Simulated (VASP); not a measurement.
Input of a VASP 6.6.1 run:

File INCAR:

```
ALGO     = Normal         # electronic algorithm
EDIFF    = 1E-6           # SCF threshold, eV
ENCUT    = 500            # plane-wave cutoff, eV
GGA      = PE             # functional
GGA_COMPAT= F            
ISIF     = 2              # what is computed and relaxed
ISMEAR   = 0              # smearing method
LASPH    = T              # aspherical terms in the spheres
LCHARG   = T              # write CHGCAR
LELF     = T              # ELF
LREAL    = F              # projectors in reciprocal space
LVHAR    = T            
LWAVE    = F              # write WAVECAR
NBANDS   = 21             # bands
NELM     = 120            # most SCF steps
PREC     = Accurate       # precision mode
SIGMA    = 0.15           # smearing width, eV
```

Contents of KPOINTS:

```
k-points
0
Gamma
  3 3 3
```

POSCAR

```
RbTlS
1.0
    5.1268121372     -0.0000000029      0.0000000000
   -2.5634060661      4.4399495527      0.0000000000
    0.0000000000      0.0000000000      4.7394981331
Rb Tl S
1 1 1
Direct
    0.3333333333      0.6666666667      0.0000000000
    0.6666666667      0.3333333333      0.5000000000
    0.0000000000      0.0000000000      0.5000000000
```

Potentials or basis: VASP PAW PBE potentials, release 64 (Rb_sv, Tl_d, S).

Run with:

```console
$ cat potpaw_PBE.64/Rb_sv/POTCAR potpaw_PBE.64/Tl_d/POTCAR potpaw_PBE.64/S/POTCAR > POTCAR
$ mpirun -np 1 vasp_std > vasp.out
```

Problem. What does it give for the band gap on the k mesh?

Solution. 0.66 eV.

Problem. What does it give for the pressure?

Solution. 0.0 GPa.

Stress tensor (GPa, compression positive):
```
-0.05  0.00  0.00
 0.00 -0.05  0.00
 0.00  0.00  0.20
```

Caveat: the k points lie up to 0.47 Å⁻¹ apart; spin-orbit coupling is left out, which moves the levels of the heavy elements; an odd mesh through Γ misses points on the zone boundary, where band edges can lie.
